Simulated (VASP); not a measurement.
Runs of VASP 6.6.1 on Au. The structure is that of space group P6_3/mmc (No. 194), or close to it. The cells are those of the table. This isn't the form of Au at room conditions, which is fcc.

```tsv
cell	gap on the mesh (eV)	pressure (GPa)
a = 2.943, b = 2.943, c = 4.953 Å, angles 90.0, 90.0, 120.0°, 2 atoms	none	-6.9
a = 2.987, b = 2.987, c = 4.953 Å, angles 90.0, 90.0, 120.0°, 2 atoms	none	-9.9
a = 2.987, b = 2.987, c = 5.026 Å, angles 90.0, 90.0, 120.0°, 2 atoms	none	-11.1
a = 2.943, b = 2.943, c = 5.026 Å, angles 90.0, 90.0, 120.0°, 2 atoms	none	(a)
```

Alike in all rows: task single point; level r2SCAN; potentials or basis VASP PAW PBE potentials, release 64 (Au); no spin polarisation; k mesh 18 × 18 × 10; cutoff (eV) 520; smearing gaussian 0.15 eV.

Problem. Fill in the values left out.

Solution. (a) -8.4.

Caveats: the cell stands under tension; the PAW data sets were made with another functional, which shifts forces and pressure a little; spin-orbit coupling is left out, which moves the levels of the heavy elements.

A k mesh can miss the band edges, and the runs leave out spin-orbit coupling on Au.

A gap of «none» marks levels without a gap at the run's occupations.
